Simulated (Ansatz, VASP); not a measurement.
MgGaC4N4 in VASP and in Ansatz

```xyz
10
Lattice="6.0331 0.0000 0.0000 0.0000 6.0331 0.0000 0.0000 0.0000 6.0331" Properties=species:S:1:pos:R:3 pbc="T T T"
Mg    0.0000    0.0000    0.0000
Ga    3.0165    3.0165    3.0165
C     1.2480    1.2480    1.2480
C     1.2480    4.7851    4.7851
C     4.7851    1.2480    4.7851
C     4.7851    4.7851    1.2480
N     1.9279    1.9279    1.9279
N     1.9279    4.1051    4.1051
N     4.1051    1.9279    4.1051
N     4.1051    4.1051    1.9279
```

Alike in both runs: task relaxation of cell and atoms; functional PBE; k mesh 6 × 6 × 6; occupations gaussian, width 0.1 eV; no spin polarisation.

|  | VASP | Ansatz |
| --- | --- | --- |
| version | VASP 6.6.1 | Ansatz 0.2.0 |
| potentials or method | VASP PAW PBE potentials, release 64 (Mg, Ga_d, C, N), cutoff 600 eV | scalar-relativistic, plane waves, PAW |
| valence electrons in the cell | 51 | 59 |

Ansatz gave:

* gap on the k mesh at the Fermi level, each at its own relaxed structure (eV): none
* relaxed volume (Å³/atom): 22.07
* relaxed length of the cell vector where the two differ most in proportion (Å): 6.044

Problem. Which values does VASP return?

Solution. gap on the k mesh at the Fermi level, each at its own relaxed structure (eV): none; relaxed volume (Å³/atom): 22.02; relaxed length of the cell vector where the two differ most in proportion (Å): 6.038.

A gap of «none» marks a metal or a gap that the smearing closes. VASP's potentials hold 51 valence electrons a cell and Ansatz's 59, so a difference there can come from the potentials and not from the codes.

Noted on VASP's run: the standard files for N, O and F lose accuracy on very short bonds.
